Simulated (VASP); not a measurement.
MgS (b), 2 atoms in the cell. It takes space group F-43m (No. 216, cubic). Conventional cell: a = 5.652 Å, b = 5.652 Å, c = 5.652 Å, α = 90.00°, β = 90.00°, γ = 90.00°. Mg (site symmetry -43m) has 4 S at 2.45 Å within 3.2 Å. S (site symmetry -43m) has 4 Mg at 2.45 Å within 3.2 Å. 

| Quantity | Value |
| --- | --- |
| Program | VASP 6.6.1 |
| Task | single point |
| Functional | PBEsol |
| Potentials or basis | VASP PAW PBE potentials, release 64 (Mg, S) |
| Cutoff | 600 eV |
| k mesh | 8 × 8 × 8 |
| Occupations | gaussian, width 0.02 eV |
| Spin | no spin polarisation |
| Dipole correction | no |
| Further INCAR settings | ALGO = Normal; EDIFF = 1e-06; NBANDS = 11 |

Potentials or basis: VASP PAW PBE potentials, release 64 (Mg, S).

Run with:

```console
$ cat potpaw_PBE.64/Mg/POTCAR potpaw_PBE.64/S/POTCAR > POTCAR
$ mpirun -np 1 vasp_std > vasp.out
```

Hardware: 1 thread of AMD EPYC 7R13 Processor (Zen 3) (shared host).

Problem. Estimate the wall time of this run.

Solution. It took 12 s on 1 thread of AMD EPYC 7R13 Processor (Zen 3), on a shared host, peak memory 0.15 GiB. Counts: scf iterations 12, k points 29.
